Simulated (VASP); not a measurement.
# CuAu3 (Pm-3m) in VASP: further runs

CuAu3 is run at these levels: PBEsol; tasks: single point.

All numbers are computed with VASP 6.6.1; they aren't measurements. Logs are shortened: lines on timing, memory, paths and dates and some standing lists are left out, and cuts for length are marked.

**1. The cell of the first run**

It takes space group Pm-3m (No. 221, cubic). The conventional cell has a = 4.014 Å, b = 4.014 Å, c = 4.014 Å, α = 90.00°, β = 90.00°, γ = 90.00°. Within 3.7 Å of Cu (site symmetry m-3m) lie 12 Au at 2.84 Å. Within 3.7 Å of Au (site symmetry 4/mmm) lie 4 Cu at 2.84 Å and 8 Au at 2.84 Å.

**2. Single point, PBEsol (16.16 Å³/atom)**

INCAR

```
ALGO     = Normal         # electronic algorithm
EDIFF    = 1E-7           # SCF threshold, eV
ENCUT    = 520            # plane-wave cutoff, eV
GGA      = PS             # functional
ISIF     = 2              # what is computed and relaxed
ISMEAR   = 0              # smearing method
LASPH    = T              # aspherical terms in the spheres
LCHARG   = F              # write CHGCAR
LREAL    = F              # projectors in reciprocal space
LWAVE    = F              # write WAVECAR
NBANDS   = 30             # bands
NELM     = 100            # most SCF steps
PREC     = Accurate       # precision mode
SIGMA    = 0.1            # smearing width, eV
```

KPOINTS

```
k-points
0
Gamma
  10 10 10
```

POSCAR

```
CuAu3
1.0
    4.0136033356      0.0000000000      0.0000000000
    0.0000000000      4.0136033356      0.0000000000
    0.0000000000      0.0000000000      4.0136033356
Cu Au
1 3
Direct
    0.0000000000      0.0000000000      0.0000000000
    0.0000000000      0.5000000000      0.5000000000
    0.5000000000      0.0000000000      0.5000000000
    0.5000000000      0.5000000000      0.0000000000
```

Potentials or basis: VASP PAW PBE potentials, release 64 (Cu, Au).

On the command line:

```console
> cat potpaw_PBE.64/Cu/POTCAR potpaw_PBE.64/Au/POTCAR > POTCAR
> mpirun -np 1 vasp_std > vasp.out
```

OUTCAR:

```text
EDIFF = 1E-7
   ENCUT = 520
   GGA = PS
   ISIF = 2
   ISMEAR = 0
   LASPH = T
   LREAL = F
   NELM = 100
   PREC = Accurate

 ion  position               nearest neighbor table
   1  0.000  0.000  0.000-   2 2.84   3 2.84   4 2.84   2 2.84   3 2.84   2 2.84   4 2.84   2 2.84
                             3 2.84   4 2.84   3 2.84   4 2.84
   2  0.000  0.500  0.500-   1 2.84   3 2.84   4 2.84   1 2.84   4 2.84   1 2.84   3 2.84   1 2.84
                             3 2.84   4 2.84   4 2.84   3 2.84
   3  0.500  0.000  0.500-   1 2.84   2 2.84   4 2.84   1 2.84   4 2.84   2 2.84   4 2.84   4 2.84
                             1 2.84   2 2.84   1 2.84   2 2.84
   4  0.500  0.500  0.000-   1 2.84   2 2.84   3 2.84   2 2.84   3 2.84   1 2.84   3 2.84   3 2.84
                             1 2.84   2 2.84   2 2.84   1 2.84

  LATTYP: Found a simple cubic cell.
 ALAT       =     4.0136033356

  Lattice vectors:

 A1 = (   4.0136033356,   0.0000000000,   0.0000000000)
 A2 = (   0.0000000000,   4.0136033356,   0.0000000000)
 A3 = (   0.0000000000,   0.0000000000,   4.0136033356)

Analysis of symmetry for initial positions (statically):
=====================================================================
 Subroutine PRICEL returns:
 Original cell was already a primitive cell.

 Routine SETGRP: Setting up the symmetry group for a
 simple cubic supercell.

 Subroutine GETGRP returns: Found 48 space group operations
 (whereof 48 operations were pure point group operations)
 out of a pool of 48 trial point group operations.

The static configuration has the point symmetry O_h .

Analysis of symmetry for dynamics (positions and initial velocities):
=====================================================================
 Subroutine PRICEL returns:
 Original cell was already a primitive cell.

 Routine SETGRP: Setting up the symmetry group for a
 simple cubic supercell.

 Subroutine GETGRP returns: Found 48 space group operations
 (whereof 48 operations were pure point group operations)
 out of a pool of 48 trial point group operations.

The dynamic configuration has the point symmetry O_h .

 Subroutine INISYM returns: Found 48 space group operations
 (whereof 48 operations are pure point group operations),
 and found     1 'primitive' translations

----------------------------------------------------------------------------------------

                                     Primitive cell

  volume of cell :      64.6552

  direct lattice vectors                    reciprocal lattice vectors
     4.013603336  0.000000000  0.000000000     0.249152673  0.000000000  0.000000000
     0.000000000  4.013603336  0.000000000     0.000000000  0.249152673  0.000000000
     0.000000000  0.000000000  4.013603336     0.000000000  0.000000000  0.249152673

  length of vectors
     4.013603336  4.013603336  4.013603336     0.249152673  0.249152673  0.249152673

  position of ions in fractional coordinates (direct lattice)
     0.000000000  0.000000000  0.000000000
     0.000000000  0.500000000  0.500000000
     0.500000000  0.000000000  0.500000000
     0.500000000  0.500000000  0.000000000

  ion indices of the primitive-cell ions
   primitive index   ion index
                 1           1
                 2           2
                 3           3
                 4           4

----------------------------------------------------------------------------------------

 KPOINTS: k-points

Automatic generation of k-mesh.
 Grid dimensions read from file:
 generate k-points for:   10   10   10

 Generating k-lattice:

  Cartesian coordinates                     Fractional coordinates (reciprocal lattice)
     0.024915267  0.000000000  0.000000000     0.100000000  0.000000000  0.000000000
     0.000000000  0.024915267  0.000000000     0.000000000  0.100000000  0.000000000
     0.000000000  0.000000000  0.024915267     0.000000000  0.000000000  0.100000000

  Length of vectors
     0.024915267  0.024915267  0.024915267

  Shift w.r.t. Gamma in fractional coordinates (k-lattice)
     0.000000000  0.000000000  0.000000000

 Subroutine IBZKPT returns following result:
 ===========================================

 Found     56 irreducible k-points:

 Following reciprocal coordinates:
            Coordinates               Weight
  0.000000  0.000000  0.000000      1.000000
  0.100000  0.000000  0.000000      6.000000
  0.200000  0.000000  0.000000      6.000000
  0.300000  0.000000  0.000000      6.000000
  0.400000  0.000000  0.000000      6.000000
  0.500000  0.000000  0.000000      3.000000
[... 16 lines left out ...]
  0.200000  0.100000  0.100000     24.000000
  0.300000  0.100000  0.100000     24.000000
 [... further k-points ...]
   k-points           NKPTS =     56   k-points in BZ     NKDIM =     56   number of bands    NBANDS=     30
   number of dos      NEDOS =    301   number of ions     NIONS =      4
   total plane-waves  NPLWV =  27000
   dimension x,y,z NGX =    30 NGY =   30 NGZ =   30
   dimension x,y,z NGXF=    60 NGYF=   60 NGZF=   60
   ions per type =               1   3
   NGX,Y,Z   is equivalent  to a cutoff of  12.43, 12.43, 12.43 a.u.
   NGXF,Y,Z  is equivalent  to a cutoff of  24.85, 24.85, 24.85 a.u.
 SYSTEM =  unknown system
   PREC   = accura    normal or accurate (medium, high low for compatibility)
   ISTART =      0    job   : 0-new  1-cont  2-samecut
   ICHARG =      2    charge: 1-file 2-atom 10-const
   ISPIN  =      1    spin polarized calculation?
   LNONCOLLINEAR =      F non collinear calculations
   LSORBIT =      F    spin-orbit coupling
   LASPH  =      T    aspherical Exc in radial PAW
   ENCUT  =  520.0 eV  38.22 Ry    6.18 a.u.   7.46  7.46  7.46*2*pi/ulx,y,z
   NELM   =    100;   NELMIN=  2; NELMDL= -5     # of ELM steps
   EDIFF  = 0.1E-06   stopping-criterion for ELM
   LREAL  =      F    real-space projection
   EDIFFG = 0.1E-05   stopping-criterion for IOM
   NSW    =      0    number of steps for IOM
   IBRION =     -1    ionic relax: 0-MD 1-quasi-New 2-CG
   NFREE  =      0    steps in history (QN), initial steepest desc. (CG)
   ISIF   =      2    stress and relaxation
   ISYM   =      2    0-nonsym 1-usesym 2-fastsym
   POTIM  = 0.5000    time-step for ionic-motion
   TEBEG  =    0.0;   TEEND  =   0.0 temperature during run
   PSTRESS=    0.0 pullay stress
   NELECT =      44.0000    total number of electrons
   NUPDOWN=      -1.0000    fix difference up-down
   EMIN   =  10.00;   EMAX   =-10.00  energy-range for DOS
   EFERMI =   0.00;   METHOD = LEGACY
   ISMEAR =     0;   SIGMA  =   0.10  broadening in eV -4-tet -1-fermi 0-gaus
   EFERMI_NEDOS =   21; number of points for ismear=-14 and -15
   IALGO  =     38    algorithm
   IMIX   =      4    mixing-type and parameters
     AMIX     =   0.40;   BMIX     =  1.00
     AMIX_MAG =   1.60;   BMIX_MAG =  1.00
  volume/ion in A,a.u.               =      16.16       109.08
  Fermi-wavevector in a.u.,A,eV,Ry     =   1.439985  2.721177 28.212449  2.073557
  Thomas-Fermi vector in A             =   2.558780
   LORBIT       =      0    0 simple, 1 ext, 2 COOP (PROOUT), +10 PAW based schemes
   GGA     = PS    functional components
   LHFCALC =     F    Hartree Fock is set to
   AEXX    =    0.0000 exact exchange contribution
   IVDW    =     0    specifies the selected vdW correction
   LEPSILON=     F    determine dielectric tensor
   LRPA    =     F    only Hartree local field effects (RPA)
 non-spin polarized calculation
 Gauss-broadening in eV      SIGMA  =   0.10
  energy-cutoff  :      520.00
  volume of cell :       64.66
 maximum number of plane-waves:      1771
 NGX is ok and might be reduce to    30
   NGX = 15   NGY = 15   NGZ = 15

 number of electron      44.0000024 magnetization

 Free energy of the ion-electron system (eV)
  ---------------------------------------------------
  ext. energy  EPLUGINS =         0.00000000
  ---------------------------------------------------
  free energy    TOTEN  =       -16.16427375 eV

  energy without entropy =      -16.15684414  energy(sigma->0) =      -16.16055895

 E-fermi :   8.6149     XC(G=0): -12.7231

 val. band max:        8.6112425003   @ k =   0.4000   0.4000   0.2000
 cond. band min:       8.6378680991   @ k =   0.4000   0.4000   0.3000
 fundamental gap:      0.0266255988
 Fermi energy:         8.6149416675

 k-point     1 :       0.0000    0.0000    0.0000
  band No.  band energies     occupation
      1      -1.1037      2.00000
      2       1.3644      2.00000
      3       2.1600      2.00000
      4       2.1600      2.00000
      5       2.1600      2.00000
      6       2.2675      2.00000
[... 22 lines left out ...]
     29      18.3115      0.00000
     30      18.3115      0.00000

 k-point     2 :       0.1000    0.0000    0.0000
  band No.  band energies     occupation
      1      -0.9878      2.00000
      2       1.4335      2.00000
      3       2.1912      2.00000
      4       2.2197      2.00000
      5       2.2197      2.00000
      6       2.2855      2.00000
[... 22 lines left out ...]
     29      18.3167      0.00000
     30      18.3167      0.00000

 k-point     3 :       0.2000    0.0000    0.0000
  band No.  band energies     occupation
      1      -0.6480      2.00000
      2       1.6274      2.00000
      3       2.2789      2.00000
      4       2.3261      2.00000
      5       2.3970      2.00000
      6       2.3970      2.00000
[... 22 lines left out ...]
     29      17.9563      0.00000
     30      18.3691      0.00000

 k-point     4 :       0.3000    0.0000    0.0000
  band No.  band energies     occupation
      1      -0.1137      2.00000
      2       1.8923      2.00000
      3       2.3474      2.00000
      4       2.4028      2.00000
      5       2.6845      2.00000
      6       2.6845      2.00000
[... 22 lines left out ...]
     29      17.6318      0.00000
     30      18.2163      0.00000

 k-point     5 :       0.4000    0.0000    0.0000
  band No.  band energies     occupation
      1       0.5289      2.00000
      2       2.0307      2.00000
      3       2.3557      2.00000
      4       2.5216      2.00000
      5       3.0559      2.00000
      6       3.0559      2.00000
[... 22 lines left out ...]
     29      17.1683      0.00000
     30      18.2173      0.00000
[... 526 lines left out ...]
     29      18.0010      0.00000
     30      18.0010      0.00000

 k-point    22 :       0.1000    0.1000    0.1000
  band No.  band energies     occupation
      1      -0.7615      2.00000
      2       1.5694      2.00000
      3       2.2519      2.00000
      4       2.3048      2.00000
      5       2.3048      2.00000
      6       2.4552      2.00000
[... 22 lines left out ...]
     29      18.2067      0.00000
     30      18.2067      0.00000

 k-point    23 :       0.2000    0.1000    0.1000
  band No.  band energies     occupation
      1      -0.4328      2.00000
      2       1.7586      2.00000
      3       2.3413      2.00000
      4       2.3973      2.00000
      5       2.4433      2.00000
      6       2.5736      2.00000
[... 22 lines left out ...]
     29      17.5462      0.00000
     30      18.9361      0.00000

 k-point    24 :       0.3000    0.1000    0.1000
  band No.  band energies     occupation
      1       0.0842      2.00000
      2       2.0206      2.00000
      3       2.4345      2.00000
      4       2.4934      2.00000
      5       2.7025      2.00000
      6       2.7864      2.00000
[... 22 lines left out ...]
     29      18.6305      0.00000
     30      19.2419      0.00000

 [... further k-points ...]
[... 5 lines left out ...]
  --------------------------------------------------------------------------------------
  -------------------------------------------------------------------------------------
  Total       -1.9163606     -1.9163606     -1.9163606      0.0000000     -0.0000000      0.0000000
  in kB      -47.4880649    -47.4880649    -47.4880649      0.0000000     -0.0000000      0.0000000
  external PRESSURE =     -47.4880649 kB  Pullay stress =       0.0000000 kB

 VOLUME and BASIS-vectors are now :
 -----------------------------------------------------------------------------
  energy-cutoff  :      520.00
  volume of cell :       64.66
      direct lattice vectors                 reciprocal lattice vectors
     4.013603336  0.000000000  0.000000000     0.249152673  0.000000000  0.000000000
     0.000000000  4.013603336  0.000000000     0.000000000  0.249152673  0.000000000
     0.000000000  0.000000000  4.013603336     0.000000000  0.000000000  0.249152673

 POSITION                                       TOTAL-FORCE (eV/Angst)
 -----------------------------------------------------------------------------------
      0.00000      0.00000      0.00000         0.000000      0.000000      0.000000
      0.00000      2.00680      2.00680         0.000000      0.000000      0.000000
      2.00680      0.00000      2.00680         0.000000      0.000000      0.000000
      2.00680      2.00680      0.00000         0.000000      0.000000      0.000000
 -----------------------------------------------------------------------------------
    total drift:                                0.000000      0.000000     -0.000000

  FREE ENERGIE OF THE ION-ELECTRON SYSTEM (eV)
  ---------------------------------------------------
  free  energy   TOTEN  =       -16.1642737516 eV

  energy  without entropy=      -16.1568441445  energy(sigma->0) =      -16.16055895
```

It took 46 s on 1 thread of Intel Xeon 6975P-C (Granite Rapids), shared host; peak memory 0.23 GiB.

What came out:

| Quantity | Value |
| --- | --- |
| Free energy | -16.1643 eV |
| Pressure | -4.7 GPa |
| Band gap on the k mesh | zero (bands 22 and 23 overlap by 2.05 eV) |

Caveat: the cell stands under tension; the PAW data sets were made with another functional, which shifts forces and pressure a little; spin-orbit coupling is left out, which moves the levels of the heavy elements.

(Continued in part 2 of 2.)

The gap in the log of VASP goes by the Fermi energy; the results here count the filled bands.